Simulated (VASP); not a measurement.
# NaCaF3 (Pm-3m) in VASP: further runs

Aim: see how the results for NaCaF3 move with the level of theory and the settings. Levels: r2SCAN+rVV10, PBEsol. Tasks: single point, relaxation of cell and atoms.

All numbers are computed with VASP 6.6.1; they aren't measurements. Logs are shortened: lines on timing, memory, paths and dates and some standing lists are left out, and cuts for length are marked.

## (1) The cell of the first run

The structure is cubic, space group Pm-3m (No. 221). The conventional cell has a = 4.366 Å, b = 4.366 Å, c = 4.366 Å, α = 90.00°, β = 90.00°, γ = 90.00°. Within 4.1 Å of Na (site symmetry m-3m) lie 12 F at 3.09 Å and 8 Ca at 3.78 Å. Ca (site symmetry m-3m) has 6 F at 2.18 Å within 2.9 Å. Within 2.9 Å of F (site symmetry 4/mmm) lie 2 Ca at 2.18 Å.

## (2) Single point, r2SCAN+rVV10

POSCAR reads:

```
NaCaF3
1.0
    4.3659461005      0.0000000000      0.0000000000
    0.0000000000      4.3659461005      0.0000000000
    0.0000000000      0.0000000000      4.3659461005
Na Ca F
1 1 3
Direct
    0.0000000000      0.0000000000      0.0000000000
    0.5000000000      0.5000000000      0.5000000000
    0.5000000000      0.5000000000      0.0000000000
    0.5000000000      0.0000000000      0.5000000000
    0.0000000000      0.5000000000      0.5000000000
```

INCAR.step1 reads:

```
PREC     = Accurate       # precision mode
ENCUT    = 660            # plane-wave cutoff, eV
ISMEAR   = -1             # smearing method
SIGMA    = 0.03           # smearing width, eV
LREAL    = False          # projectors in reciprocal space
LASPH    = True           # aspherical terms in the spheres
NELM     = 120            # most SCF steps
NBANDS   = 27             # bands
GGA      = PE             # functional
ALGO     = Normal         # electronic algorithm
EDIFF    = 1E-5           # SCF threshold, eV
LWAVE    = True           # write WAVECAR
LCHARG   = False          # write CHGCAR
GGA_COMPAT= False
```

INCAR.step2 reads:

```
PREC     = Accurate       # precision mode
ENCUT    = 660            # plane-wave cutoff, eV
EDIFF    = 1E-6           # SCF threshold, eV
ISMEAR   = -1             # smearing method
SIGMA    = 0.03           # smearing width, eV
LREAL    = False          # projectors in reciprocal space
LASPH    = True           # aspherical terms in the spheres
NELM     = 120            # most SCF steps
ALGO     = Normal         # electronic algorithm
ISIF     = 2              # what is computed and relaxed
LWAVE    = False          # write WAVECAR
LCHARG   = False          # write CHGCAR
METAGGA  = R2SCAN         # meta-GGA
LMIXTAU  = True         
LUSE_VDW = True         
IVDW_NL  = 2            
BPARAM   = 11.95        
CPARAM   = 0.0093       
NBANDS   = 27             # bands
ISTART   = 1            
GGA_COMPAT= False
```

KPOINTS reads:

```
Automatic mesh
0
Gamma
  6 6 6
```

Potentials or basis: VASP PAW PBE potentials, release 64 (Na_pv, Ca_sv, F).

Launch:

```
> cat potpaw_PBE.64/Na_pv/POTCAR potpaw_PBE.64/Ca_sv/POTCAR potpaw_PBE.64/F/POTCAR > POTCAR
> cp INCAR.step1 INCAR
> mpirun -np 1 vasp_std > vasp.out
> cp INCAR.step2 INCAR
> mpirun -np 1 vasp_std > vasp.out
```

OUTCAR:

```text
PREC = Accurate
   ENCUT = 660
   EDIFF = 1E-6
   ISMEAR = -1
   LREAL = False
   LASPH = True
   NELM = 120
   ISIF = 2
   METAGGA = R2SCAN
   IVDW_NL = 2
   BPARAM = 11.95
   ISTART = 1

 ion  position               nearest neighbor table
   1  0.000  0.000  0.000-
   2  0.500  0.500  0.500-   3 2.18   4 2.18   5 2.18   3 2.18   4 2.18   5 2.18
   3  0.500  0.500  0.000-   2 2.18   2 2.18
   4  0.500  0.000  0.500-   2 2.18   2 2.18
   5  0.000  0.500  0.500-   2 2.18   2 2.18

  LATTYP: Found a simple cubic cell.
 ALAT       =     4.3659461005

  Lattice vectors:

 A1 = (   4.3659461005,   0.0000000000,   0.0000000000)
 A2 = (   0.0000000000,   4.3659461005,   0.0000000000)
 A3 = (   0.0000000000,   0.0000000000,   4.3659461005)

Analysis of symmetry for initial positions (statically):
=====================================================================
 Subroutine PRICEL returns:
 Original cell was already a primitive cell.

 Routine SETGRP: Setting up the symmetry group for a
 simple cubic supercell.

 Subroutine GETGRP returns: Found 48 space group operations
 (whereof 48 operations were pure point group operations)
 out of a pool of 48 trial point group operations.

The static configuration has the point symmetry O_h .

Analysis of symmetry for dynamics (positions and initial velocities):
=====================================================================
 Subroutine PRICEL returns:
 Original cell was already a primitive cell.

 Routine SETGRP: Setting up the symmetry group for a
 simple cubic supercell.

 Subroutine GETGRP returns: Found 48 space group operations
 (whereof 48 operations were pure point group operations)
 out of a pool of 48 trial point group operations.

The dynamic configuration has the point symmetry O_h .

 Subroutine INISYM returns: Found 48 space group operations
 (whereof 48 operations are pure point group operations),
 and found     1 'primitive' translations

----------------------------------------------------------------------------------------

                                     Primitive cell

  volume of cell :      83.2214
[... 85 lines left out ...]
   LNONCOLLINEAR =      F non collinear calculations
   LSORBIT =      F    spin-orbit coupling
   LASPH  =      T    aspherical Exc in radial PAW
   ENCUT  =  660.0 eV  48.51 Ry    6.96 a.u.   9.15  9.15  9.15*2*pi/ulx,y,z
   NELM   =    120;   NELMIN=  2; NELMDL=  0     # of ELM steps
   EDIFF  = 0.1E-05   stopping-criterion for ELM
   LREAL  =      F    real-space projection
   EDIFFG = 0.1E-04   stopping-criterion for IOM
   NSW    =      0    number of steps for IOM
   IBRION =     -1    ionic relax: 0-MD 1-quasi-New 2-CG
   NFREE  =      0    steps in history (QN), initial steepest desc. (CG)
   ISIF   =      2    stress and relaxation
   ISYM   =      2    0-nonsym 1-usesym 2-fastsym
   POTIM  = 0.5000    time-step for ionic-motion
   TEBEG  =    0.0;   TEEND  =   0.0 temperature during run
   PSTRESS=    0.0 pullay stress
   NELECT =      38.0000    total number of electrons
   NUPDOWN=      -1.0000    fix difference up-down
   EMIN   =  10.00;   EMAX   =-10.00  energy-range for DOS
   EFERMI =   0.00;   METHOD = LEGACY
   ISMEAR =    -1;   SIGMA  =   0.03  broadening in eV -4-tet -1-fermi 0-gaus
   EFERMI_NEDOS =   21; number of points for ismear=-14 and -15
   IALGO  =     38    algorithm
   IMIX   =      4    mixing-type and parameters
     AMIX     =   0.40;   BMIX     =  1.00
     AMIX_MAG =   1.60;   BMIX_MAG =  1.00
  volume/ion in A,a.u.               =      16.64       112.32
  Fermi-wavevector in a.u.,A,eV,Ry     =   1.260640  2.382264 21.622549  1.589213
  Thomas-Fermi vector in A             =   2.394139
   LORBIT       =      0    0 simple, 1 ext, 2 COOP (PROOUT), +10 PAW based schemes
   METAGGA = R2SCAN    functional components
   LHFCALC =     F    Hartree Fock is set to
   AEXX    =    0.0000 exact exchange contribution
   IVDW_NL    =     2    kernel type
   BPARAM     =11.9500
   IVDW    =     0    specifies the selected vdW correction
   LEPSILON=     F    determine dielectric tensor
   LRPA    =     F    only Hartree local field effects (RPA)
 non-spin polarized calculation
  energy-cutoff  :      660.00
  volume of cell :       83.22
 maximum number of plane-waves:      3232
 NGX is ok and might be reduce to    40
   NGX = 19   NGY = 19   NGZ = 19

 number of electron      38.0000014 magnetization

 Free energy of the ion-electron system (eV)
  ---------------------------------------------------
  ext. energy  EPLUGINS =         0.00000000
  ---------------------------------------------------
  free energy    TOTEN  =       -35.92832348 eV

  energy without entropy =      -35.92832348  energy(sigma->0) =      -35.92832348

 E-fermi :  -2.3402     XC(G=0):  -8.7556

 val. band max:       -3.0567741269   @ k =   0.5000   0.5000   0.5000
 cond. band min:       2.8007827330   @ k =   0.0000   0.0000   0.0000
 fundamental gap:      5.8575568600
 Fermi energy:        -2.3401624441

 k-point     1 :       0.0000    0.0000    0.0000
  band No.  band energies     occupation
      1     -39.2296      2.00000
      2     -24.7680      2.00000
      3     -24.7680      2.00000
      4     -24.7680      2.00000
      5     -23.4758      2.00000
      6     -23.3680      2.00000
[... 589 lines left out ...]
     26      10.1364      0.00000
     27      10.3302      0.00000

------------------------ aborting loop because EDIFF is reached ----------------------------------------

  FORCE on cell =-STRESS in cart. coord.  units (eV):
  Direction    XX          YY          ZZ          XY          YZ          ZX
  --------------------------------------------------------------------------------------
  -------------------------------------------------------------------------------------
  Total        0.1277521      0.1277521      0.1277521     -0.0000000     -0.0000000     -0.0000000
  in kB        2.4594806      2.4594806      2.4594806     -0.0000000     -0.0000000     -0.0000000
  external PRESSURE =       2.4594806 kB  Pullay stress =       0.0000000 kB

 VOLUME and BASIS-vectors are now :
 -----------------------------------------------------------------------------
  energy-cutoff  :      660.00
  volume of cell :       83.22
      direct lattice vectors                 reciprocal lattice vectors
     4.365946101  0.000000000  0.000000000     0.229045430  0.000000000  0.000000000
     0.000000000  4.365946101  0.000000000     0.000000000  0.229045430  0.000000000
     0.000000000  0.000000000  4.365946101     0.000000000  0.000000000  0.229045430

 POSITION                                       TOTAL-FORCE (eV/Angst)
 -----------------------------------------------------------------------------------
      0.00000      0.00000      0.00000         0.000000      0.000000      0.000000
      2.18297      2.18297      2.18297         0.000000      0.000000      0.000000
      2.18297      2.18297      0.00000         0.000000      0.000000      0.000000
      2.18297      0.00000      2.18297         0.000000      0.000000      0.000000
      0.00000      2.18297      2.18297         0.000000      0.000000      0.000000
 -----------------------------------------------------------------------------------
    total drift:                                0.000000      0.000000     -0.000000

  FREE ENERGIE OF THE ION-ELECTRON SYSTEM (eV)
  ---------------------------------------------------
  free  energy   TOTEN  =       -35.9283234821 eV

  energy  without entropy=      -35.9283234821  energy(sigma->0) =      -35.92832348
```

Run time: 6.5 min. Hardware: 1 thread of Intel Xeon 8259CL, shared host; peak memory 0.53 GiB.

Results:

```
Free energy            : -35.9283 eV
Pressure               : 0.2 GPa
Band gap on the k mesh : 5.86 eV (least direct gap 5.99 eV)
```

Caveat: the PAW data sets were made with another functional, which shifts forces and pressure a little. A k mesh can miss the band edges.

## (3) Relaxation of cell and atoms, PBEsol

This run uses another cell than the first one, of 15.68 Å³/atom.

INCAR reads:

```
ALGO = Normal ; EDIFF = 1E-7
EDIFFG = -0.01 ; ENCUT = 600
GGA = PS ; GGA_COMPAT = F
IBRION = 2 ; ISIF = 3
ISMEAR = -1 ; LASPH = T
LCHARG = F ; LREAL = F
LWAVE = F ; NELM = 120
NELMIN = 4 ; NSW = 100
PREC = Accurate ; SIGMA = 0.03
```

KPOINTS reads:

```
k-points
0
Gamma
  6 6 6
```

Edit POSCAR of step 2 so:

```diff
@@ -2,5 +2,5 @@
 1.0
-    4.3659461005      0.0000000000      0.0000000000
-    0.0000000000      4.3659461005      0.0000000000
-    0.0000000000      0.0000000000      4.3659461005
+    4.2798844400      0.0000000000      0.0000000000
+    0.0000000000      4.2798844400      0.0000000000
+    0.0000000000      0.0000000000      4.2798844400
 Na Ca F
```

Potentials or basis: VASP PAW PBE potentials, release 64 (Na_pv, Ca_sv, F).

Launch:

```
> cat potpaw_PBE.64/Na_pv/POTCAR potpaw_PBE.64/Ca_sv/POTCAR potpaw_PBE.64/F/POTCAR > POTCAR
> mpirun -np 1 vasp_std > vasp.out
```

Wall time 2 min (1 thread of Intel Xeon 8259CL, shared host); peak memory 0.24 GiB.

The run converged. Its results:

```
Free energy                           : -25.6643 eV
Relaxed volume                        : 16.79 Å³/atom
Relaxed cell                          : a = 4.378 Å, b = 4.378 Å, c = 4.378 Å, α = 90.00°, β = 90.00°, γ = 90.00°
Space group after relaxing (to 0.1 Å) : Pm-3m (No. 221)
Energy gained by relaxing             : 13.4 meV/atom
Ionic steps                           : 3
Pressure after relaxing               : 0.0 GPa
Band gap on the k mesh                : 5.09 eV (least direct gap 5.23 eV)
```

Step by step:
```tsv
step	energy change (eV)	largest force (eV/Å)	pressure (GPa)	volume (Å³)
1	0.0000	0.0000	4.16	78.40
2	-0.0658	0.0000	0.51	83.10
3	-0.0670	0.0000	-0.02	83.93
```

Final structure:
```
Na Ca F
1.0
     4.37822    0.00000    0.00000
     0.00000    4.37822    0.00000
     0.00000    0.00000    4.37822
Na Ca F
1 1 3
Direct
  0.00000 0.00000 0.00000
  0.50000 0.50000 0.50000
  0.50000 0.50000 0.00000
  0.50000 0.00000 0.50000
  0.00000 0.50000 0.50000
```

Levels at points of the mesh, in eV from the valence-band top:
| k point | band 17 | band 18 | band 19 | band 20 | band 21 | band 22 |
| --- | --- | --- | --- | --- | --- | --- |
| (0.00, 0.00, 0.00) | -0.15 | -0.15 | -0.15 | 5.09 | 9.38 | 9.38 |
| (0.50, 0.00, 0.00) | -0.53 | -0.20 | -0.20 | 7.21 | 8.01 | 9.53 |
| (0.50, 0.50, 0.00) | -0.72 | -0.39 | -0.01 | 8.25 | 9.50 | 9.50 |
| (0.50, 0.50, 0.50) | 0.00 | 0.00 | 0.00 | 8.56 | 9.96 | 9.96 |

Caveat: the PAW data sets were made with another functional, which shifts forces and pressure a little. A k mesh can miss the band edges.
